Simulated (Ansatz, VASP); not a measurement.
# One calculation of CaO, two programs

The input POSCAR:

```
CaO
1.0
    0.0000000000      2.4335133706      2.3796511456
    2.4335133706      0.0000000000      2.3796511456
    2.4335133706      2.4335133706      0.0000000000
Ca O
1 1
Direct
    0.0000000000      0.0000000000      0.0000000000
    0.5000000000      0.5000000000      0.5000000000
```

The input INCAR.step1:

```
SYSTEM = CaO
PREC = Accurate
ENCUT = 520
ISMEAR = 0
SIGMA = 0.01
LREAL = .False.
LASPH = .True.
NELM = 100
NBANDS = 15
GGA = PE
ALGO = Normal
EDIFF = 1E-4
LWAVE = .True.
LCHARG = .False.
```

File INCAR.step2:

```
SYSTEM = CaO
PREC = Accurate
ENCUT = 520
EDIFF = 1E-7
ISMEAR = 0
SIGMA = 0.01
LREAL = .False.
LASPH = .True.
NELM = 100
ALGO = Normal
ISIF = 2
LWAVE = .False.
LCHARG = .False.
METAGGA = R2SCAN
LMIXTAU = .True.
NBANDS = 15
ISTART = 1
```

File KPOINTS:

```
regular mesh
0
Gamma
  10 10 10
  0 0 0
```

Input for Ansatz:

```yaml
crystal:
  lattice:
    - [0.0, 2.4335133706, 2.3796511456]
    - [2.4335133706, 0.0, 2.3796511456]
    - [2.4335133706, 2.4335133706, 0.0]
  atoms:
    - { symbol: Ca, position: [0.0, 0.0, 0.0] }
    - { symbol: O, position: [0.5, 0.5, 0.5] }
kpoints:
  mp_grid: { grid: [10, 10, 10] }
  band_path:
    path:
      - [0.0, 0.0, 0.0]
      - [0.5, 0.0, 0.5]
      - [0.625, 0.25, 0.625]
      - [0.375, 0.375, 0.75]
      - [0.5, 0.5, 0.5]
      - [0.5, 0.25, 0.75]
    npoints: 1
hamiltonian:
  xc: r2scan
scf:
  occupations: { method: fixed }
  n_extra_bands: 4
output:
  forces: true
  stress: true
  eigenvalues: true
```

Change from the starting cell: epitaxial_xy strain +1.5%.

Alike in both runs: task single point; functional r2SCAN; k mesh 10 × 10 × 10; no spin polarisation.

|  | VASP | Ansatz |
| --- | --- | --- |
| version | VASP 6.6.1 | Ansatz 0.2.0 |
| potentials or method | VASP PAW PBE potentials, release 64 (Ca_sv, O) | plane waves, PAW |
| plane-wave cutoff (eV) | 520 | 500 |
| occupations | gaussian, width 0.01 eV | fixed |
| valence electrons in the cell | 16 | 16 |

|  | VASP | Ansatz | Ansatz less VASP |
| --- | --- | --- | --- |
| gap on the k mesh at the Fermi level (eV) | 4.11 | 4.12 | +0.013 |
| pressure (GPa) | -1.4 | -2.4 | -0.98 |
| traceless stress, the component that is largest in VASP (GPa) | 2.54 | 2.35 | -0.180 |

VASP's potentials were made for PBE, not for r2SCAN.
